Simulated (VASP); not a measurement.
# Cr2O (antifluorite type) (Fm-3m) in VASP: notebook

Cr2O (antifluorite type) is run at these levels: PBE; tasks: single point.

Everything below comes from runs of VASP 6.6.1. Logs are shortened: lines on timing, memory, paths and dates and some standing lists are left out, and cuts for length are marked.

### 1 The cell of the first run

The structure is cubic, space group Fm-3m (No. 225). The conventional cell has a = 4.989 Å, b = 4.989 Å, c = 4.989 Å, α = 90.00°, β = 90.00°, γ = 90.00°. Cr (site symmetry -43m) has 4 O at 2.16 Å and 6 Cr at 2.49 Å within 2.9 Å. Within 2.9 Å of O (site symmetry m-3m) lie 8 Cr at 2.16 Å.

### 2 Single point, PBE

File INCAR:

```
SYSTEM = Cr2O
PREC     = Accurate       ! precision mode
ENCUT    = 600            ! plane-wave cutoff, eV
EDIFF    = 1E-6           ! SCF threshold, eV
ISMEAR   = -1             ! smearing method
SIGMA    = 0.06122561905347299 ! smearing width, eV
LREAL    = .FALSE.        ! projectors in reciprocal space
LASPH    = .TRUE.         ! aspherical terms in the spheres
NELM     = 120            ! most SCF steps
ALGO     = Normal         ! electronic algorithm
ISIF     = 2              ! what is computed and relaxed
LWAVE    = .FALSE.        ! write WAVECAR
LCHARG   = .TRUE.         ! write CHGCAR
GGA      = PE             ! functional
LELF     = .TRUE.         ! ELF
LVHAR    = .TRUE.       
NBANDS   = 22             ! bands
GGA_COMPAT= .FALSE.
```

File KPOINTS:

```
Automatic mesh
0
G
  19 19 19
  0 0 0
```

File POSCAR:

```
Cr2O
1.0
    0.0000000000      2.4946496774      2.4946496774
    2.4946496774      0.0000000000      2.4946496774
    2.4946496774      2.4946496774      0.0000000000
Cr O
2 1
Direct
    0.2500000000      0.2500000000      0.2500000000
    0.7500000000      0.7500000000      0.7500000000
    0.0000000000      0.0000000000      0.0000000000
```

Potentials or basis: VASP PAW PBE potentials, release 64 (Cr_pv, O).

The run is started by

```console
$ cat potpaw_PBE.64/Cr_pv/POTCAR potpaw_PBE.64/O/POTCAR > POTCAR
$ mpirun -np 1 vasp_std > vasp.out
```

OUTCAR:

```text
SYSTEM = Cr2O
   PREC = Accurate
   ENCUT = 600
   EDIFF = 1E-6
   ISMEAR = -1
   LREAL = .FALSE.
   LASPH = .TRUE.
   NELM = 120
   ISIF = 2
   GGA = PE

 ion  position               nearest neighbor table
   1  0.250  0.250  0.250-   3 2.16   3 2.16   3 2.16   3 2.16   2 2.49   2 2.49   2 2.49   2 2.49
                             2 2.49   2 2.49
   2  0.750  0.750  0.750-   3 2.16   3 2.16   3 2.16   3 2.16   1 2.49   1 2.49   1 2.49   1 2.49
                             1 2.49   1 2.49
   3  0.000  0.000  0.000-   2 2.16   2 2.16   2 2.16   1 2.16   2 2.16   1 2.16   1 2.16   1 2.16

  LATTYP: Found a face centered cubic cell.
 ALAT       =     4.9892993548

  Lattice vectors:

 A1 = (   0.0000000000,   2.4946496774,   2.4946496774)
 A2 = (   2.4946496774,   0.0000000000,   2.4946496774)
 A3 = (   2.4946496774,   2.4946496774,   0.0000000000)

Analysis of symmetry for initial positions (statically):
=====================================================================
 Subroutine PRICEL returns:
 Original cell was already a primitive cell.

 Routine SETGRP: Setting up the symmetry group for a
 face centered cubic supercell.

 Subroutine GETGRP returns: Found 48 space group operations
 (whereof 48 operations were pure point group operations)
 out of a pool of 48 trial point group operations.

The static configuration has the point symmetry O_h .

Analysis of symmetry for dynamics (positions and initial velocities):
=====================================================================
 Subroutine PRICEL returns:
 Original cell was already a primitive cell.

 Routine SETGRP: Setting up the symmetry group for a
 face centered cubic supercell.

 Subroutine GETGRP returns: Found 48 space group operations
 (whereof 48 operations were pure point group operations)
 out of a pool of 48 trial point group operations.

The dynamic configuration has the point symmetry O_h .

 Subroutine INISYM returns: Found 48 space group operations
 (whereof 48 operations are pure point group operations),
 and found     1 'primitive' translations

----------------------------------------------------------------------------------------

                                     Primitive cell

  volume of cell :      31.0498

  direct lattice vectors                    reciprocal lattice vectors
[... 79 lines left out ...]
 SYSTEM =  Cr2O
   PREC   = accura    normal or accurate (medium, high low for compatibility)
   ISTART =      0    job   : 0-new  1-cont  2-samecut
   ICHARG =      2    charge: 1-file 2-atom 10-const
   ISPIN  =      1    spin polarized calculation?
   LNONCOLLINEAR =      F non collinear calculations
   LSORBIT =      F    spin-orbit coupling
   LASPH  =      T    aspherical Exc in radial PAW
   ENCUT  =  600.0 eV  44.10 Ry    6.64 a.u.   7.05  7.05  7.05*2*pi/ulx,y,z
   NELM   =    120;   NELMIN=  2; NELMDL= -5     # of ELM steps
   EDIFF  = 0.1E-05   stopping-criterion for ELM
   LREAL  =      F    real-space projection
   EDIFFG = 0.1E-04   stopping-criterion for IOM
   NSW    =      0    number of steps for IOM
   IBRION =     -1    ionic relax: 0-MD 1-quasi-New 2-CG
   NFREE  =      0    steps in history (QN), initial steepest desc. (CG)
   ISIF   =      2    stress and relaxation
   ISYM   =      2    0-nonsym 1-usesym 2-fastsym
   POTIM  = 0.5000    time-step for ionic-motion
   TEBEG  =    0.0;   TEEND  =   0.0 temperature during run
   PSTRESS=    0.0 pullay stress
   NELECT =      30.0000    total number of electrons
   NUPDOWN=      -1.0000    fix difference up-down
   EMIN   =  10.00;   EMAX   =-10.00  energy-range for DOS
   EFERMI =   0.00;   METHOD = LEGACY
   ISMEAR =    -1;   SIGMA  =   0.06  broadening in eV -4-tet -1-fermi 0-gaus
   EFERMI_NEDOS =   21; number of points for ismear=-14 and -15
   IALGO  =     38    algorithm
   IMIX   =      4    mixing-type and parameters
     AMIX     =   0.40;   BMIX     =  1.00
     AMIX_MAG =   1.60;   BMIX_MAG =  1.00
  volume/ion in A,a.u.               =      10.35        69.84
  Fermi-wavevector in a.u.,A,eV,Ry     =   1.618437  3.058402 35.638243  2.619337
  Thomas-Fermi vector in A             =   2.712700
   LORBIT       =      0    0 simple, 1 ext, 2 COOP (PROOUT), +10 PAW based schemes
   GGA     = PE    functional components
   LHFCALC =     F    Hartree Fock is set to
   AEXX    =    0.0000 exact exchange contribution
   IVDW    =     0    specifies the selected vdW correction
   LEPSILON=     F    determine dielectric tensor
   LRPA    =     F    only Hartree local field effects (RPA)
 non-spin polarized calculation
  energy-cutoff  :      600.00
  volume of cell :       31.05
 maximum number of plane-waves:      1046
   NGX = 15   NGY = 15   NGZ = 15

 number of electron      30.0000004 magnetization

 Free energy of the ion-electron system (eV)
  ---------------------------------------------------
  ext. energy  EPLUGINS =         0.00000000
  ---------------------------------------------------
  free energy    TOTEN  =       -23.10200112 eV

  energy without entropy =      -23.04227957  energy(sigma->0) =      -23.07214035

 E-fermi :  10.4289     XC(G=0): -13.0805

 val. band max:       10.4282076877   @ k =  -0.4737   0.1053   0.0526
 cond. band min:      10.4316945410   @ k =  -0.3684   0.3684   0.1579
 fundamental gap:      0.0034868533
 Fermi energy:        10.4289077679

 k-point     1 :       0.0000    0.0000    0.0000
  band No.  band energies     occupation
      1     -33.0884      2.00000
      2     -33.0884      2.00000
      3     -33.0884      2.00000
      4     -32.6451      2.00000
      5     -32.6451      2.00000
      6     -32.6451      2.00000
[... 589 lines left out ...]
     21      12.2561      0.00000
     22      16.7929      0.00000

 [... further k-points ...]
[... 5 lines left out ...]
  --------------------------------------------------------------------------------------
  -------------------------------------------------------------------------------------
  Total       -0.7410230     -0.7410230     -0.7410230      0.0000000      0.0000000     -0.0000000
  in kB      -38.2369790    -38.2369790    -38.2369790      0.0000000      0.0000000     -0.0000000
  external PRESSURE =     -38.2369790 kB  Pullay stress =       0.0000000 kB

 VOLUME and BASIS-vectors are now :
 -----------------------------------------------------------------------------
  energy-cutoff  :      600.00
  volume of cell :       31.05
      direct lattice vectors                 reciprocal lattice vectors
     0.000000000  2.494649677  2.494649677    -0.200428944  0.200428944  0.200428944
     2.494649677  0.000000000  2.494649677     0.200428944 -0.200428944  0.200428944
     2.494649677  2.494649677  0.000000000     0.200428944  0.200428944 -0.200428944

 POSITION                                       TOTAL-FORCE (eV/Angst)
 -----------------------------------------------------------------------------------
      1.24732      1.24732      1.24732         0.000000      0.000000      0.000000
      3.74197      3.74197      3.74197        -0.000000     -0.000000     -0.000000
      0.00000      0.00000      0.00000         0.000000     -0.000000      0.000000
 -----------------------------------------------------------------------------------
    total drift:                                0.000000      0.000000      0.000000

  FREE ENERGIE OF THE ION-ELECTRON SYSTEM (eV)
  ---------------------------------------------------
  free  energy   TOTEN  =       -23.1020011247 eV

  energy  without entropy=      -23.0422795662  energy(sigma->0) =      -23.07214035
```

OSZICAR:

```text
N       E                     dE             d eps       ncg     rms          rms(c)
DAV:   1     0.340038869312E+03    0.34004E+03   -0.18593E+04  9696   0.183E+03
DAV:   2    -0.638737791508E+01   -0.34643E+03   -0.33024E+03 10088   0.495E+02
DAV:   3    -0.258417325459E+02   -0.19454E+02   -0.18512E+02 10784   0.123E+02
DAV:   4    -0.262114656877E+02   -0.36973E+00   -0.36776E+00 10732   0.164E+01
DAV:   5    -0.262201711732E+02   -0.87055E-02   -0.87032E-02 13084   0.244E+00    0.172E+01
DAV:   6    -0.244456295292E+02    0.17745E+01   -0.28255E+01 13418   0.516E+01    0.990E+00
DAV:   7    -0.231093636532E+02    0.13363E+01   -0.40639E+00 14080   0.243E+01    0.402E+00
DAV:   8    -0.231049345315E+02    0.44291E-02   -0.43613E-01 10346   0.496E+00    0.768E-01
DAV:   9    -0.231017441453E+02    0.31904E-02   -0.34837E-02 12344   0.172E+00    0.606E-01
DAV:  10    -0.231021146886E+02   -0.37054E-03   -0.22606E-03 11988   0.354E-01    0.779E-02
DAV:  11    -0.231020357514E+02    0.78937E-04   -0.42663E-04 14784   0.216E-01    0.496E-02
DAV:  12    -0.231020007971E+02    0.34954E-04   -0.68312E-05 11256   0.604E-02    0.569E-03
DAV:  13    -0.231020011247E+02   -0.32768E-06   -0.57299E-06 10966   0.156E-02
   1 F= -.23102001E+02 E0= -.23072140E+02  d E =-.597216E-01
```

Run time: 77 s. Hardware: 1 thread of Intel Xeon 6975P-C (Granite Rapids), shared host; peak memory 0.28 GiB.

What came out:

* Free energy: -23.1020 eV
* Pressure: -3.8 GPa
* Band gap on the k mesh: zero (bands 15 and 16 overlap by 1.02 eV)

Caveat: the cell stands under tension; the run has no spin polarisation, though such a crystal can be magnetic. Spin polarisation is off, so any magnetic state and its effect on volume and gap are missing.

### 3 Single point, PBE

This run uses another cell than the first one, of 10.55 Å³/atom.

File INCAR:

```
  PREC = Accurate
  ENCUT = 600
  EDIFF = 1E-6
  ISMEAR = -1
  SIGMA = 0.06122561905347299
  LREAL = False
  LASPH = True
  NELM = 120
  ALGO = Normal
  ISIF = 2
  LWAVE = False
  LCHARG = False
  GGA = PE
  NBANDS = 22
  GGA_COMPAT = False
```

File KPOINTS:

```
regular mesh
0
Gamma
  19 19 19
```

File POSCAR:

```
Cr2O
1.0
    0.0000000000      2.5108491552      2.5108491552
    2.5108491552      0.0000000000      2.5108491552
    2.5108491552      2.5108491552      0.0000000000
Cr O
2 1
Direct
    0.2500000000      0.2500000000      0.2500000000
    0.7500000000      0.7500000000      0.7500000000
    0.0000000000      0.0000000000      0.0000000000
```

Potentials or basis: VASP PAW PBE potentials, release 64 (Cr_pv, O).

The run is started by

```console
$ cat potpaw_PBE.64/Cr_pv/POTCAR potpaw_PBE.64/O/POTCAR > POTCAR
$ mpirun -np 1 vasp_std > vasp.out
```

Wall time 85 s (1 thread of Intel Xeon 6975P-C (Granite Rapids), shared host); peak memory 0.28 GiB.

The run converged. Its results:

```
Free energy            : -23.0820 eV
Pressure               : -7.3 GPa
Band gap on the k mesh : zero (bands 15 and 16 overlap by 0.98 eV)
```

Levels at points of the mesh, in eV from the Fermi level:
| k point | band 12 | band 13 | band 14 | band 15 | band 16 | band 17 | band 18 | band 19 |
| --- | --- | --- | --- | --- | --- | --- | --- | --- |
| (0.00, 0.00, 0.00) | -3.21 | -3.21 | 0.67 | 0.67 | 0.67 | 1.32 | 1.32 | 1.32 |

Caveat: the cell stands under tension; the run has no spin polarisation, though such a crystal can be magnetic. Spin polarisation is off, so any magnetic state and its effect on volume and gap are missing.

### 4 Single point, PBE

This run uses another cell than the first one, of 10.76 Å³/atom.

File INCAR:

```
ALGO = Normal ; EDIFF = 1E-6
ENCUT = 600 ; GGA = PE
GGA_COMPAT = False ; ISIF = 2
ISMEAR = -1 ; LASPH = True
LCHARG = True ; LELF = True
LREAL = False ; LVHAR = True
LWAVE = False ; NBANDS = 22
NELM = 120 ; PREC = Accurate
SIGMA = 0.06122561905347299
```

File KPOINTS:

```
k-points
0
Gamma
  19 19 19
```

File POSCAR:

```
Cr2O
1.0
    0.0000000000      2.5268422562      2.5268422562
    2.5268422562      0.0000000000      2.5268422562
    2.5268422562      2.5268422562      0.0000000000
Cr O
2 1
Direct
    0.2500000000      0.2500000000      0.2500000000
    0.7500000000      0.7500000000      0.7500000000
    0.0000000000      0.0000000000      0.0000000000
```

The run is started by

```console
$ cat potpaw_PBE.64/Cr_pv/POTCAR potpaw_PBE.64/O/POTCAR > POTCAR
$ mpirun -np 1 vasp_std > vasp.out
```

Wall time 1.7 min (1 thread of Intel Xeon 6975P-C (Granite Rapids), shared host); peak memory 0.29 GiB.

Results (log left out):

| Quantity | Value |
| --- | --- |
| Free energy | -23.0493 eV |
| Pressure | -10.4 GPa |
| Band gap on the k mesh | zero (bands 15 and 16 overlap by 0.95 eV) |

Levels at points of the mesh, in eV from the Fermi level:
| k point | band 13 | band 14 | band 15 | band 16 | band 17 | band 18 |
| --- | --- | --- | --- | --- | --- | --- |
| (0.00, 0.00, 0.00) | -3.12 | 0.65 | 0.65 | 0.65 | 1.29 | 1.29 |

Caveat: the cell stands under tension; the run has no spin polarisation, though such a crystal can be magnetic. Spin polarisation is off, so any magnetic state and its effect on volume and gap are missing.

### 5 Overview

| cell | gap on the mesh (eV) | pressure (GPa) |
| --- | --- | --- |
| a = 3.528 Å, angles 60.0°, 3 atoms | none | -3.8 |
| a = 3.551 Å, angles 60.0°, 3 atoms | none | -7.3 |
| a = 3.573 Å, angles 60.0°, 3 atoms | none | -10.4 |

Alike in all rows: task single point; level PBE; potentials or basis VASP PAW PBE potentials, release 64 (Cr_pv, O); no spin polarisation; k mesh 19 × 19 × 19; cutoff (eV) 600; smearing fermi-dirac 0.0612256 eV.

Caveats: the cell stands under tension; the run has no spin polarisation, though such a crystal can be magnetic.

Absolute energies hang on the potentials; compare differences alone.
